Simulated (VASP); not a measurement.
Input of a VASP 6.6.1 run:

The input INCAR:

```
SYSTEM = ZrC
PREC = Accurate
ENCUT = 520
EDIFF = 1E-6
ISMEAR = -1
SIGMA = 0.05
LREAL = .False.
LASPH = .True.
NELM = 100
ALGO = Normal
ISIF = 2
LWAVE = .False.
LCHARG = .False.
GGA = PE
NBANDS = 15
```

File KPOINTS:

```
Automatic mesh
0
Gamma
  15 15 15
  0 0 0
```

The input POSCAR:

```
ZrC
1.0
    0.0000000000      2.3502100000      2.3502100000
    2.3502100000      0.0000000000      2.3502100000
    2.3502100000      2.3502100000      0.0000000000
Zr C
1 1
Direct
    0.5000000000      0.5000000000      0.5000000000
    0.0000000000      0.0000000000      0.0000000000
```

Potentials or basis: VASP PAW PBE potentials, release 64 (Zr_sv, C).

Run with:

```console
$ cat potpaw_PBE.64/Zr_sv/POTCAR potpaw_PBE.64/C/POTCAR > POTCAR
$ mpirun -np 1 vasp_std > vasp.out
```

Problem. Estimate the pressure.

Solution. 1.4 GPa.

Problem. Predict the band gap on the k mesh.

Solution. Zero (band 8 reaches 10.55 eV, above the bottom of band 9 at 9.25 eV).
